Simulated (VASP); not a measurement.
Write the native input for VASP 6.6.1 that does the following.

- Task: single point
- Functional: PBEsol
- Potentials or basis: VASP PAW PBE potentials, release 64 (Bi_d)
- Cutoff: 520 eV
- k mesh: 6 × 6 × 6
- Occupations: gaussian, width 0.1 eV
- Spin: no spin polarisation
- Dipole correction: no
- Further INCAR settings: ALGO = Fast; EDIFF = 1e-07; NBANDS = 70

The structure of Bi lies in POSCAR:

```
Bi
1.0
    6.2700742006      0.0000000000      0.0000000000
    0.0000000000      6.2700742006      0.0000000000
    0.0000000000      0.0000000000      6.2700742006
Bi
8
Direct
    0.5000000000      0.5000000000      0.5000000000
    0.0000000000      0.0000000000      0.0000000000
    0.2500000000      0.0000000000      0.5000000000
    0.5000000000      0.2500000000      0.0000000000
    0.5000000000      0.7500000000      0.0000000000
    0.7500000000      0.0000000000      0.5000000000
    0.0000000000      0.5000000000      0.7500000000
    0.0000000000      0.5000000000      0.2500000000
```

These files were run (other wordings do the same):

INCAR

```
PREC = Accurate ; ENCUT = 520
EDIFF = 1E-7 ; ISMEAR = 0
SIGMA = 0.1 ; LREAL = False
LASPH = True ; NELM = 60
ALGO = Fast ; ISIF = 2
LWAVE = False ; LCHARG = True
GGA = PS ; LELF = True
LVHAR = True ; NBANDS = 70
```

KPOINTS

```
Automatic mesh
0
Gamma
  6 6 6
```

Potentials or basis: VASP PAW PBE potentials, release 64 (Bi_d).

Command:

```sh
$ cat potpaw_PBE.64/Bi_d/POTCAR > POTCAR
$ mpirun -np 1 vasp_std > vasp.out
```

It gave:

```yaml
Pressure: -0.1 GPa
Band_gap_on_the_k_mesh: zero (bands 60 and 61 overlap by 0.54 eV)
```

Caveat: the PAW data sets were made with another functional, which shifts forces and pressure a little; spin-orbit coupling is left out, which moves the levels of the heavy elements.

Wall time 8.6 min on 1 thread of AMD EPYC 7R13, with other jobs on the host, peak memory 0.43 GiB.
